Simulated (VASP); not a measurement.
# InAs in VASP: notebook

The runs below take InAs through single point, with RPBE.

Program: VASP 6.6.1. These are calculated values, not measurements. Logs are shortened: lines on timing, memory, paths and dates and some standing lists are left out, and cuts for length are marked.

## (1) The cell of the first run

It takes space group F-43m (No. 216, cubic). Conventional cell: a = 6.036 Å, b = 6.036 Å, c = 6.036 Å, α = 90.00°, β = 90.00°, γ = 90.00°. Within 3.4 Å of In (site symmetry -43m) lie 4 As at 2.61 Å. As (site symmetry -43m) has 4 In at 2.61 Å within 3.4 Å.

## (2) Single point, RPBE

INCAR

```
SYSTEM = InAs
PREC = Accurate
ENCUT = 500
EDIFF = 1E-6
ISMEAR = -1
SIGMA = 0.02
LREAL = .FALSE.
LASPH = .TRUE.
NELM = 120
ALGO = Normal
ISIF = 2
LWAVE = .FALSE.
LCHARG = .TRUE.
GGA = RP
LELF = .TRUE.
LVHAR = .TRUE.
NBANDS = 16
GGA_COMPAT = .FALSE.
```

KPOINTS

```
Automatic mesh
0
G
  6 6 6
  0 0 0
```

POSCAR

```
InAs
1.0
    0.0000000000      3.0180000000      3.0180000000
    3.0180000000      0.0000000000      3.0180000000
    3.0180000000      3.0180000000      0.0000000000
In As
1 1
Direct
    0.0000000000      0.0000000000      0.0000000000
    0.2500000000      0.2500000000      0.2500000000
```

Potentials or basis: VASP PAW PBE potentials, release 64 (In_d, As).

Run with:

```console
cat potpaw_PBE.64/In_d/POTCAR potpaw_PBE.64/As/POTCAR > POTCAR
mpirun -np 1 vasp_std > vasp.out
```

OUTCAR:

```text
SYSTEM = InAs
   PREC = Accurate
   ENCUT = 500
   EDIFF = 1E-6
   ISMEAR = -1
   LREAL = .FALSE.
   LASPH = .TRUE.
   NELM = 120
   ISIF = 2
   GGA = RP

 ion  position               nearest neighbor table
   1  0.000  0.000  0.000-   2 2.61   2 2.61   2 2.61   2 2.61
   2  0.250  0.250  0.250-   1 2.61   1 2.61   1 2.61   1 2.61

  LATTYP: Found a face centered cubic cell.
 ALAT       =     6.0360000000

  Lattice vectors:

 A1 = (   0.0000000000,   3.0180000000,   3.0180000000)
 A2 = (   3.0180000000,   0.0000000000,   3.0180000000)
 A3 = (   3.0180000000,   3.0180000000,   0.0000000000)

Analysis of symmetry for initial positions (statically):
=====================================================================
 Subroutine PRICEL returns:
 Original cell was already a primitive cell.

 Routine SETGRP: Setting up the symmetry group for a
 face centered cubic supercell.

 Subroutine GETGRP returns: Found 24 space group operations
 (whereof 24 operations were pure point group operations)
 out of a pool of 48 trial point group operations.

The static configuration has the point symmetry T_d .

Analysis of symmetry for dynamics (positions and initial velocities):
=====================================================================
 Subroutine PRICEL returns:
 Original cell was already a primitive cell.

 Routine SETGRP: Setting up the symmetry group for a
 face centered cubic supercell.

 Subroutine GETGRP returns: Found 24 space group operations
 (whereof 24 operations were pure point group operations)
 out of a pool of 48 trial point group operations.

The dynamic configuration has the point symmetry T_d .

 Subroutine INISYM returns: Found 24 space group operations
 (whereof 24 operations are pure point group operations),
 and found     1 'primitive' translations

----------------------------------------------------------------------------------------

                                     Primitive cell

  volume of cell :      54.9778

  direct lattice vectors                    reciprocal lattice vectors
     0.000000000  3.018000000  3.018000000    -0.165672631  0.165672631  0.165672631
     3.018000000  0.000000000  3.018000000     0.165672631 -0.165672631  0.165672631
     3.018000000  3.018000000  0.000000000     0.165672631  0.165672631 -0.165672631

  length of vectors
     4.268096531  4.268096531  4.268096531     0.286953414  0.286953414  0.286953414

  position of ions in fractional coordinates (direct lattice)
     0.000000000  0.000000000  0.000000000
     0.250000000  0.250000000  0.250000000

  ion indices of the primitive-cell ions
   primitive index   ion index
                 1           1
                 2           2

----------------------------------------------------------------------------------------

 KPOINTS: Automatic mesh

Automatic generation of k-mesh.
 Grid dimensions read from file:
 generate k-points for:    6    6    6

 Generating k-lattice:

  Cartesian coordinates                     Fractional coordinates (reciprocal lattice)
    -0.027612105  0.027612105  0.027612105     0.166666667  0.000000000  0.000000000
     0.027612105 -0.027612105  0.027612105     0.000000000  0.166666667  0.000000000
     0.027612105  0.027612105 -0.027612105     0.000000000  0.000000000  0.166666667

  Length of vectors
     0.047825569  0.047825569  0.047825569

  Shift w.r.t. Gamma in fractional coordinates (k-lattice)
     0.000000000  0.000000000  0.000000000

 Subroutine IBZKPT returns following result:
 ===========================================

 Found     16 irreducible k-points:

 Following reciprocal coordinates:
            Coordinates               Weight
  0.000000  0.000000  0.000000      1.000000
  0.166667  0.000000  0.000000      8.000000
  0.333333  0.000000  0.000000      8.000000
  0.500000  0.000000  0.000000      4.000000
  0.166667  0.166667  0.000000      6.000000
  0.333333  0.166667  0.000000     24.000000
[... 8 lines left out ...]
 -0.333333  0.333333  0.166667     24.000000
 -0.333333  0.500000  0.166667     12.000000
   k-points           NKPTS =     16   k-points in BZ     NKDIM =     16   number of bands    NBANDS=     16
   number of dos      NEDOS =    301   number of ions     NIONS =      2
   total plane-waves  NPLWV =  32768
   dimension x,y,z NGX =    32 NGY =   32 NGZ =   32
   dimension x,y,z NGXF=    64 NGYF=   64 NGZF=   64
   ions per type =               1   1
   NGX,Y,Z   is equivalent  to a cutoff of  12.46, 12.46, 12.46 a.u.
   NGXF,Y,Z  is equivalent  to a cutoff of  24.93, 24.93, 24.93 a.u.
 SYSTEM =  InAs
   PREC   = accura    normal or accurate (medium, high low for compatibility)
   ISTART =      0    job   : 0-new  1-cont  2-samecut
   ICHARG =      2    charge: 1-file 2-atom 10-const
   ISPIN  =      1    spin polarized calculation?
   LNONCOLLINEAR =      F non collinear calculations
   LSORBIT =      F    spin-orbit coupling
   LASPH  =      T    aspherical Exc in radial PAW
   ENCUT  =  500.0 eV  36.75 Ry    6.06 a.u.   7.78  7.78  7.78*2*pi/ulx,y,z
   NELM   =    120;   NELMIN=  2; NELMDL= -5     # of ELM steps
   EDIFF  = 0.1E-05   stopping-criterion for ELM
   LREAL  =      F    real-space projection
   EDIFFG = 0.1E-04   stopping-criterion for IOM
   NSW    =      0    number of steps for IOM
   IBRION =     -1    ionic relax: 0-MD 1-quasi-New 2-CG
   NFREE  =      0    steps in history (QN), initial steepest desc. (CG)
   ISIF   =      2    stress and relaxation
   ISYM   =      2    0-nonsym 1-usesym 2-fastsym
   POTIM  = 0.5000    time-step for ionic-motion
   TEBEG  =    0.0;   TEEND  =   0.0 temperature during run
   PSTRESS=    0.0 pullay stress
   NELECT =      18.0000    total number of electrons
   NUPDOWN=      -1.0000    fix difference up-down
   EMIN   =  10.00;   EMAX   =-10.00  energy-range for DOS
   EFERMI =   0.00;   METHOD = LEGACY
   ISMEAR =    -1;   SIGMA  =   0.02  broadening in eV -4-tet -1-fermi 0-gaus
   EFERMI_NEDOS =   21; number of points for ismear=-14 and -15
   IALGO  =     38    algorithm
   IMIX   =      4    mixing-type and parameters
     AMIX     =   0.40;   BMIX     =  1.00
     AMIX_MAG =   1.60;   BMIX_MAG =  1.00
  volume/ion in A,a.u.               =      27.49       185.50
  Fermi-wavevector in a.u.,A,eV,Ry     =   1.128331  2.132236 17.321990  1.273130
  Thomas-Fermi vector in A             =   2.265020
   LORBIT       =      0    0 simple, 1 ext, 2 COOP (PROOUT), +10 PAW based schemes
   GGA     = RP    functional components
   LHFCALC =     F    Hartree Fock is set to
   AEXX    =    0.0000 exact exchange contribution
   IVDW    =     0    specifies the selected vdW correction
   LEPSILON=     F    determine dielectric tensor
   LRPA    =     F    only Hartree local field effects (RPA)
 non-spin polarized calculation
  energy-cutoff  :      500.00
  volume of cell :       54.98
 maximum number of plane-waves:      1411
   NGX = 15   NGY = 15   NGZ = 15

 number of electron      17.9999991 magnetization

 Free energy of the ion-electron system (eV)
  ---------------------------------------------------
  ext. energy  EPLUGINS =         0.00000000
  ---------------------------------------------------
  free energy    TOTEN  =        -6.92901275 eV

  energy without entropy =       -6.92862881  energy(sigma->0) =       -6.92882078

 E-fermi :   4.6952     XC(G=0):  -8.9449

 val. band max:        4.6797532929   @ k =   0.0000   0.0000   0.0000
 cond. band min:       5.7453499424   @ k =   0.5000   0.0000   0.0000
 fundamental gap:      1.0655966495
 Fermi energy:         4.6951608817

 k-point     1 :       0.0000    0.0000    0.0000
  band No.  band energies     occupation
      1      -9.7528      2.00000
      2      -9.7528      2.00000
      3      -9.7528      2.00000
      4      -9.6267      2.00000
      5      -9.6267      2.00000
      6      -7.1750      2.00000
[... 8 lines left out ...]
     15      14.3563      0.00000
     16      14.3563      0.00000

 k-point     2 :       0.1667    0.0000    0.0000
  band No.  band energies     occupation
      1      -9.7861      2.00000
      2      -9.7429      2.00000
      3      -9.7429      2.00000
      4      -9.6267      2.00000
      5      -9.6267      2.00000
      6      -6.8912      2.00000
[... 8 lines left out ...]
     15      13.3205      0.00000
     16      13.4582      0.00000

 k-point     3 :       0.3333    0.0000    0.0000
  band No.  band energies     occupation
      1      -9.8468      2.00000
      2      -9.7267      2.00000
      3      -9.7267      2.00000
      4      -9.6227      2.00000
      5      -9.6227      2.00000
      6      -6.1843      2.00000
[... 8 lines left out ...]
     15      13.8060      0.00000
     16      13.8060      0.00000

 k-point     4 :       0.5000    0.0000    0.0000
  band No.  band energies     occupation
      1      -9.8748      2.00000
      2      -9.7209      2.00000
      3      -9.7209      2.00000
      4      -9.6183      2.00000
      5      -9.6183      2.00000
      6      -5.6946      2.00000
[... 8 lines left out ...]
     15      15.4861      0.00000
     16      15.4861      0.00000
[... 172 lines left out ...]
 k-point    14 :       0.5000    0.3333    0.1667
  band No.  band energies     occupation
      1      -9.8884      2.00000
      2      -9.7078      2.00000
      3      -9.6955      2.00000
      4      -9.6417      2.00000
      5      -9.6151      2.00000
      6      -5.6475      2.00000
[... 8 lines left out ...]
     15      15.4139      0.00000
     16      16.7368      0.00000

 k-point    15 :      -0.3333    0.3333    0.1667
  band No.  band energies     occupation
      1      -9.9007      2.00000
      2      -9.7072      2.00000
      3      -9.6872      2.00000
      4      -9.6374      2.00000
      5      -9.6189      2.00000
      6      -5.2705      2.00000
[... 8 lines left out ...]
     15      15.6457      0.00000
     16      16.5015      0.00000

 k-point    16 :      -0.3333    0.5000    0.1667
  band No.  band energies     occupation
      1      -9.9171      2.00000
      2      -9.6935      2.00000
      3      -9.6767      2.00000
      4      -9.6483      2.00000
      5      -9.6130      2.00000
      6      -5.1077      2.00000
[... 8 lines left out ...]
     15      16.3700      0.00000
     16      16.6541      0.00000

------------------------ aborting loop because EDIFF is reached ----------------------------------------

  FORCE on cell =-STRESS in cart. coord.  units (eV):
  Direction    XX          YY          ZZ          XY          YZ          ZX
  --------------------------------------------------------------------------------------
  -------------------------------------------------------------------------------------
  Total        2.1231881      2.1231881      2.1231881      0.0000000      0.0000000     -0.0000000
  in kB       61.8744513     61.8744513     61.8744513      0.0000000      0.0000000     -0.0000000
  external PRESSURE =      61.8744513 kB  Pullay stress =       0.0000000 kB

 VOLUME and BASIS-vectors are now :
 -----------------------------------------------------------------------------
  energy-cutoff  :      500.00
  volume of cell :       54.98
      direct lattice vectors                 reciprocal lattice vectors
     0.000000000  3.018000000  3.018000000    -0.165672631  0.165672631  0.165672631
     3.018000000  0.000000000  3.018000000     0.165672631 -0.165672631  0.165672631
     3.018000000  3.018000000  0.000000000     0.165672631  0.165672631 -0.165672631

 POSITION                                       TOTAL-FORCE (eV/Angst)
 -----------------------------------------------------------------------------------
      0.00000      0.00000      0.00000        -0.000000     -0.000000     -0.000000
      1.50900      1.50900      1.50900         0.000000      0.000000      0.000000
 -----------------------------------------------------------------------------------
    total drift:                               -0.000000     -0.000000     -0.000000

  FREE ENERGIE OF THE ION-ELECTRON SYSTEM (eV)
  ---------------------------------------------------
  free  energy   TOTEN  =        -6.9290127504 eV

  energy  without entropy=       -6.9286288081  energy(sigma->0) =       -6.92882078
```

It took 9.3 s on 1 thread of Intel Xeon Platinum 8488C (Sapphire Rapids), shared host; peak memory 0.18 GiB.

What came out:

- Free energy: -6.9290 eV
- Pressure: 6.2 GPa
- Band gap on the k mesh: zero (filled and empty bands touch)

Levels at points of the mesh, in eV from the Fermi level:
```tsv
k point	band 5	band 6	band 7	band 8	band 9	band 10	band 11	band 12	band 13	band 14
(0.00, 0.00, 0.00)	-14.32	-11.87	-0.06	-0.02	-0.02	-0.02	3.93	3.93	3.93	7.72
(0.50, 0.00, 0.00)	-14.31	-10.39	-5.76	-1.01	-1.01	1.05	4.71	4.71	7.01	9.21
(0.50, 0.50, 0.00)	-14.30	-9.84	-5.84	-2.34	-2.34	1.63	2.13	9.35	9.36	9.36
```

Caveat: the cell stands under pressure; semilocal functionals underestimate gaps, so a narrow gap can read as zero; the PAW data sets were made with another functional, which shifts forces and pressure a little; spin-orbit coupling is left out, which moves the levels of the heavy elements.

## (3) Single point, RPBE

This run uses another cell than the first one, of 26.40 Å³/atom.

INCAR

```
SYSTEM = InAs
PREC = Accurate
ENCUT = 500
EDIFF = 1E-6
ISMEAR = -1
SIGMA = 0.02
LREAL = .False.
LASPH = .True.
NELM = 120
ALGO = Normal
ISIF = 2
LWAVE = .False.
LCHARG = .True.
GGA = RP
LELF = .True.
LVHAR = .True.
NBANDS = 16
GGA_COMPAT = .False.
```

KPOINTS

```
Automatic mesh
0
Gamma
  6 6 6
  0 0 0
```

POSCAR

```
InAs
1.0
    0.0000000000      2.9576400000      3.0180000000
    2.9576400000      0.0000000000      3.0180000000
    2.9576400000      2.9576400000      0.0000000000
In As
1 1
Direct
    0.0000000000      0.0000000000      0.0000000000
    0.2500000000      0.2500000000      0.2500000000
```

Potentials or basis: VASP PAW PBE potentials, release 64 (In_d, As).

Run with:

```console
cat potpaw_PBE.64/In_d/POTCAR potpaw_PBE.64/As/POTCAR > POTCAR
mpirun -np 1 vasp_std > vasp.out
```

It took 18 s on 1 thread of Intel Xeon Platinum 8488C (Sapphire Rapids), shared host; peak memory 0.18 GiB.

The run converged. Its results:

- Free energy: -6.8237 eV
- Pressure: 9.2 GPa
- Band gap on the k mesh: 0.13 eV

Stress tensor (GPa, compression positive):
```
9.41 0.00 0.00
0.00 9.41 0.00
0.00 0.00 8.78
```

Levels at points of the mesh, in eV from the valence-band top:
```
           k point  band 5  band 6  band 7  band 8  band 9  band 10  band 11  band 12  band 13  band 14
(0.00, 0.00, 0.00)  -14.42  -12.16   -0.10    0.00    0.00     0.13     3.92     3.92     3.95     7.84
(0.50, 0.00, 0.00)  -14.41  -10.55   -6.00   -1.16   -1.02     1.11     4.64     4.77     7.03     9.40
(0.50, 0.50, 0.00)  -14.40  -10.00   -6.12   -2.42   -2.42     1.61     2.23     9.46     9.62     9.62
(0.50, 0.00, 0.50)  -14.39   -9.93   -6.00   -2.55   -2.54     1.50     2.05     9.52     9.65     9.70
```

Caveat: the cell stands under pressure; the PAW data sets were made with another functional, which shifts forces and pressure a little; spin-orbit coupling is left out, which moves the levels of the heavy elements.
